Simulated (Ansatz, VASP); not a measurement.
Al5GaP6: VASP beside Ansatz

Contents of INCAR:

```
PREC = Accurate
ENCUT = 600
EDIFF = 1E-6
ISMEAR = 0
SIGMA = 0.1
LREAL = F
LASPH = T
NELM = 100
ALGO = Normal
ISIF = 3
LWAVE = F
LCHARG = F
GGA = PE
IBRION = 2
NSW = 80
EDIFFG = -0.025
```

KPOINTS

```
Automatic mesh
0
Gamma
  4 4 1
```

The input POSCAR:

```
Al5GaP6
1.0
    3.8221518805     -0.0183382496     -0.0175732023
   -0.0183382496      3.9062683090      0.0238556542
   -0.0745356028      0.1011822169     16.5938464579
Al Ga P
5 1 6
Direct
    0.4973169416      0.5001903992      0.8336590394
   -0.0161675553      0.0246353357      0.6675074031
    0.5009328536      0.4828806012      0.4913339685
    0.0040445360     -0.0114145665      0.3349287281
    0.5183464575      0.4996071957      0.1609549702
    0.0151096334     -0.0277710043      0.0104554296
    0.5290049924      0.0010347411      0.7499966921
    0.0153578477      0.4887396462      0.5741617440
    0.5134372919     -0.0304134259      0.4142473982
    0.0185290260      0.5081284080      0.2595995864
    0.4450542832      0.0130642367      0.0781227285
   -0.0409663081      0.5513184327      0.9250323117
```

Input for Ansatz:

```yaml
crystal:
  lattice:
    - [3.8221518805, -0.0183382496, -0.0175732023]
    - [-0.0183382496, 3.906268309, 0.0238556542]
    - [-0.0745356028, 0.1011822169, 16.5938464579]
  atoms:
    - { symbol: Al, position: [0.4973169416, 0.5001903992, 0.8336590394] }
    - { symbol: Al, position: [-0.0161675553, 0.0246353357, 0.6675074031] }
    - { symbol: Al, position: [0.5009328536, 0.4828806012, 0.4913339685] }
    - { symbol: Al, position: [0.004044536, -0.0114145665, 0.3349287281] }
    - { symbol: Al, position: [0.5183464575, 0.4996071957, 0.1609549702] }
    - { symbol: Ga, position: [0.0151096334, -0.0277710043, 0.0104554296] }
    - { symbol: P, position: [0.5290049924, 0.0010347411, 0.7499966921] }
    - { symbol: P, position: [0.0153578477, 0.4887396462, 0.574161744] }
    - { symbol: P, position: [0.5134372919, -0.0304134259, 0.4142473982] }
    - { symbol: P, position: [0.018529026, 0.508128408, 0.2595995864] }
    - { symbol: P, position: [0.4450542832, 0.0130642367, 0.0781227285] }
    - { symbol: P, position: [-0.0409663081, 0.5513184327, 0.9250323117] }
basis:
  ecutwfc: 420
kpoints:
  mp_grid: { grid: [4, 4, 1] }
hamiltonian:
  xc: pbe
scf:
  occupations: { method: gaussian, width: 0.1 }
  lower_state_search: "off"
output:
  forces: true
  stress: true
  eigenvalues: true
relax:
  adjacent_minimum: "off"
  f_tol: 0.025
  max_steps: 60
  cell: { stress_tol: 0.25 }
```

Change from the starting cell: cell x1, atoms moved at random (sigma 0.1 Å) and cell strained at random (1.5 %), then relaxed without symmetry.

Alike in both runs: task relaxation of cell and atoms; functional PBE; k mesh 4 × 4 × 1; occupations gaussian, width 0.1 eV; no spin polarisation.

|  | VASP | Ansatz |
| --- | --- | --- |
| version | VASP 6.6.1 | Ansatz 0.2.0 |
| potentials or method | VASP PAW PBE potentials, release 64 (Al, Ga_d, P), cutoff 600 eV | scalar-relativistic, plane waves, PAW |
| valence electrons in the cell | 58 | 58 |

```tsv
	VASP	Ansatz	Ansatz less VASP
gap on the k mesh at the Fermi level, each at its own relaxed structure (eV)	1.56	1.56	+0.007
relaxed volume (Å³/atom)	20.89	20.91	+0.019
relaxed cell length with the largest relative difference (Å)	16.388	16.399	+0.0108
```
